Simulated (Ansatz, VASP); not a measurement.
# Mg2SiN2: VASP beside Ansatz

INCAR

```
SYSTEM = Mg2SiN2
  PREC = Accurate
  ENCUT = 520
  EDIFF = 1E-6
  ISMEAR = 0
  SIGMA = 0.1
  LREAL = .FALSE.
  LASPH = .TRUE.
  NELM = 150
  ALGO = Normal
  ISIF = 2
  LWAVE = .FALSE.
  LCHARG = .TRUE.
  ISPIN = 2
  MAGMOM = 0 0 0 1 1
  LORBIT = 11
  GGA = PE
  LELF = .TRUE.
  LVHAR = .TRUE.
  NBANDS = 21
```

The input KPOINTS:

```
regular mesh
0
G
  6 6 6
  0 0 0
```

The input POSCAR:

```
Mg2SiN2
1.0
   -1.8735230799      1.8735230799      4.8398225380
    1.8735230799     -1.8735230799      4.8398225380
    1.8735230799      1.8735230799     -4.8398225380
Mg Si N
2 1 2
Direct
    0.7500000000      0.2500000000      0.5000000000
    0.2500000000      0.7500000000      0.5000000000
    0.5000000000      0.5000000000      0.0000000000
    0.1568841538      0.1568841538      0.0000000000
    0.8431158462      0.8431158462      0.0000000000
```

Input for Ansatz:

```yaml
crystal:
  lattice:
    - [-1.8735230799, 1.8735230799, 4.839822538]
    - [1.8735230799, -1.8735230799, 4.839822538]
    - [1.8735230799, 1.8735230799, -4.839822538]
  atoms:
    - { symbol: Mg, position: [0.75, 0.25, 0.5] }
    - { symbol: Mg, position: [0.25, 0.75, 0.5] }
    - { symbol: Si, position: [0.5, 0.5, 0.0] }
    - { symbol: "N", position: [0.1568841538, 0.1568841538, 0.0], spin: 1.0 }
    - { symbol: "N", position: [0.8431158462, 0.8431158462, 0.0], spin: 1.0 }
basis:
  ecutwfc: 420
kpoints:
  mp_grid: { grid: [6, 6, 6] }
hamiltonian:
  xc: pbe
scf:
  occupations: { method: gaussian, width: 0.1 }
  lower_state_search: "off"
output:
  forces: true
  stress: true
  eigenvalues: true
  populations: true
magnetization:
  spin_polarized: true
```

Change from the starting cell: species swapped into the Pb2ClO2 type (I4/mmm, No. 139).

Alike in both runs: task single point; functional PBE; k mesh 6 × 6 × 6; occupations gaussian, width 0.1 eV; collinear spin.

|  | VASP | Ansatz |
| --- | --- | --- |
| version | VASP 6.6.1 | Ansatz 0.2.0 |
| potentials or method | VASP PAW PBE potentials, release 64 (Mg, Si, N), cutoff 520 eV | scalar-relativistic, plane waves, PAW |
| valence electrons in the cell | 18 | 34 |

|  | VASP | Ansatz | Ansatz less VASP |
| --- | --- | --- | --- |
| gap on the k mesh at the Fermi level (eV) | none | none | - |
| pressure (GPa) | 0.0 | 0.1 | +0.16 |
| traceless stress, the component that is largest in VASP (GPa) | -0.30 | -0.26 | +0.039 |
| rms of the force components (eV/Å) | 0.006 | 0.002 | -0.0037 |
| net moment per atom (μB) | 0.00 | 0.00 | 0.000 |

Atom by atom the forces differ by 0.004 eV/Å (rms over components). A gap of «none» marks a metal or a gap that the smearing closes. The functional is the same, so the differences come from potentials, cutoffs and numerics. VASP's potentials hold 18 valence electrons a cell and Ansatz's 34, so a difference there can come from the potentials and not from the codes. Ansatz's warnings: seeded moment not kept.

The k mesh is coarse, so the values compare programs but aren't converged.
